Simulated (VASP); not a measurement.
# KCl (Fm-3m) in VASP: further runs

Runs on KCl. Level: r2SCAN. Tasks: single point.

Program: VASP 6.6.1. These are calculated values, not measurements. Logs are shortened: lines on timing, memory, paths and dates and some standing lists are left out, and cuts for length are marked.

### Step 1. The cell of the first run

Symmetry: Fm-3m, No. 225, cubic system. The conventional cell has a = 6.290 Å, b = 6.290 Å, c = 6.290 Å, α = 90.00°, β = 90.00°, γ = 90.00°. Within 4.1 Å of K (site symmetry m-3m) lie 6 Cl at 3.14 Å. Cl (site symmetry m-3m) has 6 K at 3.14 Å within 4.1 Å.

### Step 2. Single point, r2SCAN

Contents of POSCAR:

```
KCl
1.0
    0.0000000000      3.1448483221      3.1448483221
    3.1448483221      0.0000000000      3.1448483221
    3.1448483221      3.1448483221      0.0000000000
K Cl
1 1
Direct
    0.0000000000      0.0000000000      0.0000000000
    0.5000000000      0.5000000000      0.5000000000
```

Contents of INCAR.step1:

```
SYSTEM = KCl
PREC = Accurate ; ENCUT = 520
ISMEAR = 0 ; SIGMA = 0.01
LREAL = .FALSE. ; LASPH = .TRUE.
NELM = 100 ; NBANDS = 15
GGA = PE ; ALGO = Normal
EDIFF = 1E-4 ; LWAVE = .TRUE.
LCHARG = .FALSE.
```

Contents of INCAR.step2:

```
SYSTEM = KCl
PREC = Accurate ; ENCUT = 520
EDIFF = 1E-7 ; ISMEAR = 0
SIGMA = 0.01 ; LREAL = .FALSE.
LASPH = .TRUE. ; NELM = 100
ALGO = Normal ; ISIF = 2
LWAVE = .FALSE. ; LCHARG = .FALSE.
METAGGA = R2SCAN ; LMIXTAU = .TRUE.
NBANDS = 15 ; ISTART = 1
```

Contents of KPOINTS:

```
Automatic mesh
0
G
  5 5 5
  0 0 0
```

Potentials or basis: VASP PAW PBE potentials, release 64 (K_sv, Cl).

Launch:

```console
> cat potpaw_PBE.64/K_sv/POTCAR potpaw_PBE.64/Cl/POTCAR > POTCAR
> cp INCAR.step1 INCAR
> mpirun -np 1 vasp_std > vasp.out
> cp INCAR.step2 INCAR
> mpirun -np 1 vasp_std > vasp.out
```

OUTCAR:

```text
SYSTEM = KCl
   PREC = Accurate
   ENCUT = 520
   EDIFF = 1E-7
   ISMEAR = 0
   LREAL = .FALSE.
   LASPH = .TRUE.
   NELM = 100
   ISIF = 2
   METAGGA = R2SCAN
   ISTART = 1

 ion  position               nearest neighbor table
   1  0.000  0.000  0.000-   2 3.14   2 3.14   2 3.14   2 3.14   2 3.14   2 3.14
   2  0.500  0.500  0.500-   1 3.14   1 3.14   1 3.14   1 3.14   1 3.14   1 3.14

  LATTYP: Found a face centered cubic cell.
 ALAT       =     6.2896966442

  Lattice vectors:

 A1 = (   0.0000000000,   3.1448483221,   3.1448483221)
 A2 = (   3.1448483221,   0.0000000000,   3.1448483221)
 A3 = (   3.1448483221,   3.1448483221,   0.0000000000)

Analysis of symmetry for initial positions (statically):
=====================================================================
 Subroutine PRICEL returns:
 Original cell was already a primitive cell.

 Routine SETGRP: Setting up the symmetry group for a
 face centered cubic supercell.

 Subroutine GETGRP returns: Found 48 space group operations
 (whereof 48 operations were pure point group operations)
 out of a pool of 48 trial point group operations.

The static configuration has the point symmetry O_h .

Analysis of symmetry for dynamics (positions and initial velocities):
=====================================================================
 Subroutine PRICEL returns:
 Original cell was already a primitive cell.

 Routine SETGRP: Setting up the symmetry group for a
 face centered cubic supercell.

 Subroutine GETGRP returns: Found 48 space group operations
 (whereof 48 operations were pure point group operations)
 out of a pool of 48 trial point group operations.

The dynamic configuration has the point symmetry O_h .

 Subroutine INISYM returns: Found 48 space group operations
 (whereof 48 operations are pure point group operations),
 and found     1 'primitive' translations

----------------------------------------------------------------------------------------

                                     Primitive cell

  volume of cell :      62.2055

  direct lattice vectors                    reciprocal lattice vectors
     0.000000000  3.144848322  3.144848322    -0.158990180  0.158990180  0.158990180
     3.144848322  0.000000000  3.144848322     0.158990180 -0.158990180  0.158990180
     3.144848322  3.144848322  0.000000000     0.158990180  0.158990180 -0.158990180

  length of vectors
     4.447487149  4.447487149  4.447487149     0.275379069  0.275379069  0.275379069

  position of ions in fractional coordinates (direct lattice)
     0.000000000  0.000000000  0.000000000
     0.500000000  0.500000000  0.500000000

  ion indices of the primitive-cell ions
   primitive index   ion index
                 1           1
                 2           2

----------------------------------------------------------------------------------------

 KPOINTS: Automatic mesh

Automatic generation of k-mesh.
 Grid dimensions read from file:
 generate k-points for:    5    5    5

 Generating k-lattice:

  Cartesian coordinates                     Fractional coordinates (reciprocal lattice)
    -0.031798036  0.031798036  0.031798036     0.200000000  0.000000000  0.000000000
     0.031798036 -0.031798036  0.031798036     0.000000000  0.200000000  0.000000000
     0.031798036  0.031798036 -0.031798036     0.000000000  0.000000000  0.200000000

  Length of vectors
     0.055075814  0.055075814  0.055075814

  Shift w.r.t. Gamma in fractional coordinates (k-lattice)
     0.000000000  0.000000000  0.000000000

 Subroutine IBZKPT returns following result:
 ===========================================

 Found     10 irreducible k-points:

 Following reciprocal coordinates:
            Coordinates               Weight
  0.000000  0.000000  0.000000      1.000000
  0.200000  0.000000  0.000000      8.000000
  0.400000  0.000000  0.000000      8.000000
  0.200000  0.200000  0.000000      6.000000
  0.400000  0.200000  0.000000     24.000000
 -0.400000  0.200000  0.000000     24.000000
 -0.200000  0.200000  0.000000     12.000000
  0.400000  0.400000  0.000000      6.000000
 -0.400000  0.400000  0.000000     12.000000
 -0.400000  0.400000  0.200000     24.000000
   k-points           NKPTS =     10   k-points in BZ     NKDIM =     10   number of bands    NBANDS=     15
   number of dos      NEDOS =    301   number of ions     NIONS =      2
   total plane-waves  NPLWV =  46656
   dimension x,y,z NGX =    36 NGY =   36 NGZ =   36
   dimension x,y,z NGXF=    72 NGYF=   72 NGZF=   72
   ions per type =               1   1
   NGX,Y,Z   is equivalent  to a cutoff of  13.46, 13.46, 13.46 a.u.
   NGXF,Y,Z  is equivalent  to a cutoff of  26.91, 26.91, 26.91 a.u.
 SYSTEM =  KCl
   PREC   = accura    normal or accurate (medium, high low for compatibility)
   ISTART =      1    job   : 0-new  1-cont  2-samecut
   ICHARG =      0    charge: 1-file 2-atom 10-const
   ISPIN  =      1    spin polarized calculation?
   LNONCOLLINEAR =      F non collinear calculations
   LSORBIT =      F    spin-orbit coupling
   LASPH  =      T    aspherical Exc in radial PAW
   ENCUT  =  520.0 eV  38.22 Ry    6.18 a.u.   8.27  8.27  8.27*2*pi/ulx,y,z
   NELM   =    100;   NELMIN=  2; NELMDL=  0     # of ELM steps
   EDIFF  = 0.1E-06   stopping-criterion for ELM
   LREAL  =      F    real-space projection
   EDIFFG = 0.1E-05   stopping-criterion for IOM
   NSW    =      0    number of steps for IOM
   IBRION =     -1    ionic relax: 0-MD 1-quasi-New 2-CG
   NFREE  =      0    steps in history (QN), initial steepest desc. (CG)
   ISIF   =      2    stress and relaxation
   ISYM   =      2    0-nonsym 1-usesym 2-fastsym
   POTIM  = 0.5000    time-step for ionic-motion
   TEBEG  =    0.0;   TEEND  =   0.0 temperature during run
   PSTRESS=    0.0 pullay stress
   NELECT =      16.0000    total number of electrons
   NUPDOWN=      -1.0000    fix difference up-down
   EMIN   =  10.00;   EMAX   =-10.00  energy-range for DOS
   EFERMI =   0.00;   METHOD = LEGACY
   ISMEAR =     0;   SIGMA  =   0.01  broadening in eV -4-tet -1-fermi 0-gaus
   EFERMI_NEDOS =   21; number of points for ismear=-14 and -15
   IALGO  =     38    algorithm
   IMIX   =      4    mixing-type and parameters
     AMIX     =   0.40;   BMIX     =  1.00
     AMIX_MAG =   1.60;   BMIX_MAG =  1.00
  volume/ion in A,a.u.               =      31.10       209.89
  Fermi-wavevector in a.u.,A,eV,Ry     =   1.041130  1.967451 14.748069  1.083952
  Thomas-Fermi vector in A             =   2.175737
   LORBIT       =      0    0 simple, 1 ext, 2 COOP (PROOUT), +10 PAW based schemes
   METAGGA = R2SCAN    functional components
   LHFCALC =     F    Hartree Fock is set to
   AEXX    =    0.0000 exact exchange contribution
   IVDW    =     0    specifies the selected vdW correction
   LEPSILON=     F    determine dielectric tensor
   LRPA    =     F    only Hartree local field effects (RPA)
 non-spin polarized calculation
 Gauss-broadening in eV      SIGMA  =   0.01
  energy-cutoff  :      520.00
  volume of cell :       62.21
 maximum number of plane-waves:      1692
 NGX is ok and might be reduce to    36
   NGX = 17   NGY = 17   NGZ = 17

 number of electron      16.0000001 magnetization

 Free energy of the ion-electron system (eV)
  ---------------------------------------------------
  ext. energy  EPLUGINS =         0.00000000
  ---------------------------------------------------
  free energy    TOTEN  =       -16.50655148 eV

  energy without entropy =      -16.50655148  energy(sigma->0) =      -16.50655148

 E-fermi :  -2.1495     XC(G=0):  -7.9603

 val. band max:       -2.2580792278   @ k =   0.0000   0.0000   0.0000
 cond. band min:       3.5770536995   @ k =   0.0000   0.0000   0.0000
 fundamental gap:      5.8351329273
 Fermi energy:        -2.1494861702

 k-point     1 :       0.0000    0.0000    0.0000
  band No.  band energies     occupation
      1     -30.5230      2.00000
      2     -14.9299      2.00000
      3     -13.2143      2.00000
      4     -13.2143      2.00000
      5     -13.2143      2.00000
      6      -2.2581      2.00000
      7      -2.2581      2.00000
      8      -2.2581      2.00000
      9       3.5771      0.00000
     10       6.7765      0.00000
     11       6.7765      0.00000
     12       6.7765      0.00000
     13       7.8204      0.00000
     14       7.8204      0.00000
     15      11.1185      0.00000

 k-point     2 :       0.2000    0.0000    0.0000
  band No.  band energies     occupation
      1     -30.5193      2.00000
      2     -14.9900      2.00000
      3     -13.2172      2.00000
      4     -13.2172      2.00000
      5     -13.1338      2.00000
      6      -2.6722      2.00000
      7      -2.3743      2.00000
      8      -2.3743      2.00000
      9       4.4510      0.00000
     10       6.5165      0.00000
     11       7.2893      0.00000
     12       7.2893      0.00000
     13       8.3669      0.00000
     14       8.3669      0.00000
     15      12.3725      0.00000

 k-point     3 :       0.4000    0.0000    0.0000
  band No.  band energies     occupation
      1     -30.5135      2.00000
      2     -15.0778      2.00000
      3     -13.2218      2.00000
      4     -13.2217      2.00000
      5     -13.0119      2.00000
      6      -3.2222      2.00000
      7      -2.5512      2.00000
      8      -2.5512      2.00000
      9       5.7164      0.00000
     10       6.8126      0.00000
     11       8.6052      0.00000
     12       8.6052      0.00000
     13       9.5921      0.00000
     14       9.5921      0.00000
     15      11.1201      0.00000
[... 91 lines left out ...]
 k-point     9 :      -0.4000    0.4000    0.0000
  band No.  band energies     occupation
      1     -30.5096      2.00000
      2     -14.8905      2.00000
      3     -13.3379      2.00000
      4     -13.2575      2.00000
      5     -13.1982      2.00000
      6      -2.8640      2.00000
      7      -2.7113      2.00000
      8      -2.5298      2.00000
      9       5.2966      0.00000
     10       7.6288      0.00000
     11       7.6810      0.00000
     12       8.9207      0.00000
     13       9.3217      0.00000
     14       9.8580      0.00000
     15      10.9132      0.00000

 k-point    10 :      -0.4000    0.4000    0.2000
  band No.  band energies     occupation
      1     -30.5102      2.00000
      2     -14.9426      2.00000
      3     -13.2920      2.00000
      4     -13.2834      2.00000
      5     -13.1296      2.00000
      6      -2.9360      2.00000
      7      -2.6448      2.00000
      8      -2.6323      2.00000
      9       5.9134      0.00000
     10       6.6522      0.00000
     11       8.1090      0.00000
     12       8.9810      0.00000
     13       9.7600      0.00000
     14       9.8933      0.00000
     15      10.6943      0.00000

------------------------ aborting loop because EDIFF is reached ----------------------------------------

  FORCE on cell =-STRESS in cart. coord.  units (eV):
  Direction    XX          YY          ZZ          XY          YZ          ZX
  --------------------------------------------------------------------------------------
  -------------------------------------------------------------------------------------
  Total        0.0021761      0.0021761      0.0021761     -0.0000000      0.0000000      0.0000000
  in kB        0.0560487      0.0560487      0.0560487     -0.0000000      0.0000000      0.0000000
  external PRESSURE =       0.0560487 kB  Pullay stress =       0.0000000 kB

 VOLUME and BASIS-vectors are now :
 -----------------------------------------------------------------------------
  energy-cutoff  :      520.00
  volume of cell :       62.21
      direct lattice vectors                 reciprocal lattice vectors
     0.000000000  3.144848322  3.144848322    -0.158990180  0.158990180  0.158990180
     3.144848322  0.000000000  3.144848322     0.158990180 -0.158990180  0.158990180
     3.144848322  3.144848322  0.000000000     0.158990180  0.158990180 -0.158990180

 POSITION                                       TOTAL-FORCE (eV/Angst)
 -----------------------------------------------------------------------------------
      0.00000      0.00000      0.00000         0.000000      0.000000      0.000000
      3.14485      3.14485      3.14485        -0.000000     -0.000000     -0.000000
 -----------------------------------------------------------------------------------
    total drift:                                0.000000      0.000000      0.000000

  FREE ENERGIE OF THE ION-ELECTRON SYSTEM (eV)
  ---------------------------------------------------
  free  energy   TOTEN  =       -16.5065514828 eV

  energy  without entropy=      -16.5065514828  energy(sigma->0) =      -16.50655148
```

It took 54 s on 1 thread of Intel Xeon 6975P-C, shared host; peak memory 0.22 GiB.

Results:

```yaml
Free_energy: -16.5066 eV
Pressure: 0.0 GPa
Band_gap_on_the_k_mesh: 5.84 eV, direct
```

Levels at points of the mesh, in eV from the valence-band top:
```tsv
k point	band 6	band 7	band 8	band 9	band 10	band 11
(0.00, 0.00, 0.00)	0.00	0.00	0.00	5.84	9.03	9.03
```

Caveat: the PAW data sets were made with another functional, which shifts forces and pressure a little.

### Step 3. Single point, r2SCAN

POSCAR is that of step 2.

Contents of INCAR.step1:

```
SYSTEM = KCl
ALGO     = Normal         ! electronic algorithm
EDIFF    = 1E-4           ! SCF threshold, eV
ENCUT    = 520            ! plane-wave cutoff, eV
GGA      = PE             ! functional
ISMEAR   = 0              ! smearing method
LASPH    = .TRUE.         ! aspherical terms in the spheres
LCHARG   = .FALSE.        ! write CHGCAR
LREAL    = .FALSE.        ! projectors in reciprocal space
LWAVE    = .TRUE.         ! write WAVECAR
NBANDS   = 15             ! bands
NELM     = 80             ! most SCF steps
PREC     = Accurate       ! precision mode
SIGMA    = 0.01           ! smearing width, eV
```

Contents of INCAR.step2:

```
SYSTEM = KCl
ALGO     = Normal         ! electronic algorithm
EDIFF    = 1E-7           ! SCF threshold, eV
ENCUT    = 520            ! plane-wave cutoff, eV
ISIF     = 2              ! what is computed and relaxed
ISMEAR   = 0              ! smearing method
ISTART   = 1            
LASPH    = .TRUE.         ! aspherical terms in the spheres
LCHARG   = .FALSE.        ! write CHGCAR
LMIXTAU  = .TRUE.       
LREAL    = .FALSE.        ! projectors in reciprocal space
LWAVE    = .FALSE.        ! write WAVECAR
METAGGA  = R2SCAN         ! meta-GGA
NBANDS   = 15             ! bands
NELM     = 80             ! most SCF steps
PREC     = Accurate       ! precision mode
SIGMA    = 0.01           ! smearing width, eV
```

Contents of KPOINTS:

```
k-points
0
G
  6 6 6
  0 0 0
```

Potentials or basis: VASP PAW PBE potentials, release 64 (K_sv, Cl).

Launch:

```console
> cat potpaw_PBE.64/K_sv/POTCAR potpaw_PBE.64/Cl/POTCAR > POTCAR
> cp INCAR.step1 INCAR
> mpirun -np 1 vasp_std > vasp.out
> cp INCAR.step2 INCAR
> mpirun -np 1 vasp_std > vasp.out
```

Run time: 76 s. Hardware: 1 thread of Intel Xeon 6975P-C, shared host; peak memory 0.22 GiB.

The run converged. Its results:

| Property | Result |
| --- | --- |
| Free energy | -16.5065 eV |
| Pressure | 0.0 GPa |
| Band gap on the k mesh | 5.84 eV, direct |

Levels at points of the mesh, in eV from the valence-band top:
| k point | band 5 | band 6 | band 7 | band 8 | band 9 | band 10 | band 11 | band 12 |
| --- | --- | --- | --- | --- | --- | --- | --- | --- |
| (0.00, 0.00, 0.00) | -10.96 | 0.00 | 0.00 | 0.00 | 5.84 | 9.03 | 9.03 | 9.03 |
| (0.50, 0.00, 0.00) | -10.73 | -1.05 | -0.32 | -0.32 | 8.14 | 9.25 | 11.33 | 11.33 |
| (0.50, 0.50, 0.00) | -11.01 | -0.67 | -0.23 | -0.23 | 7.03 | 9.22 | 10.70 | 11.11 |

Caveat: the PAW data sets were made with another functional, which shifts forces and pressure a little. r2SCAN opens gaps a little over a GGA but as a rule still falls short of measured ones.

(Part 1 of 2 ends here.)
